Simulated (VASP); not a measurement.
Crystal: CoSi.

```
Co Si
1.0
     4.43074    0.00000    0.00000
     0.00000    4.43074    0.00000
     0.00000    0.00000    4.43074
Co Si
4 4
Direct
  0.14503 0.14503 0.14503
  0.35497 0.85497 0.64503
  0.64503 0.35497 0.85497
  0.85497 0.64503 0.35497
  0.84319 0.84319 0.84319
  0.65681 0.15681 0.34319
  0.34319 0.65681 0.15681
  0.15681 0.34319 0.65681
```

| Item | Value |
| --- | --- |
| Program | VASP 6.6.1 |
| Task | relaxation of cell and atoms |
| Functional | LDA |
| Potentials or basis | VASP PAW LDA potentials, release 64 (Co, Si) |
| Cutoff | 600 eV |
| k mesh | 6 × 6 × 6 |
| Occupations | fermi-dirac, width 0.02 eV |
| Spin | no spin polarisation |

At the start: pressure -12.3 GPa; volume 10.87 Å³/atom.

**Question.** Where does the relaxation end?

**Answer.** Over 7 steps the energy falls by 22.8 meV/atom and the volume is 10.30 Å³/atom (-5.2 %); space group P2_13 (No. 198, to 0.05 Å).

The path:
```tsv
step	energy change (eV)	largest force (eV/Å)	pressure (GPa)	volume (Å³)
1	0.0000	0.0780	-12.29	86.98
2	0.1730	0.2804	21.54	76.90
3	-0.1811	0.0598	-0.26	82.57
4	-0.1811	0.0626	0.02	82.48
5	-0.1817	0.0394	0.04	82.46
6	-0.1820	0.0007	0.10	82.43
7	-0.1820	0.0014	0.07	82.43
```

Final structure:
```cif
data_structure
_symmetry_space_group_name_H-M 'P 1'
_symmetry_Int_Tables_number 1
_cell_length_a 4.3521
_cell_length_b 4.3521
_cell_length_c 4.3521
_cell_angle_alpha 90.000
_cell_angle_beta 90.000
_cell_angle_gamma 90.000
_cell_volume 82.43
loop_
_atom_site_label
_atom_site_type_symbol
_atom_site_fract_x
_atom_site_fract_y
_atom_site_fract_z
_atom_site_occupancy
Co1 Co 0.14578 0.14578 0.14578 1
Co2 Co 0.35422 0.85422 0.64578 1
Co3 Co 0.64578 0.35422 0.85422 1
Co4 Co 0.85422 0.64578 0.35422 1
Si1 Si 0.84314 0.84314 0.84314 1
Si2 Si 0.65686 0.15686 0.34314 1
Si3 Si 0.34314 0.65686 0.15686 1
Si4 Si 0.15686 0.34314 0.65686 1
```
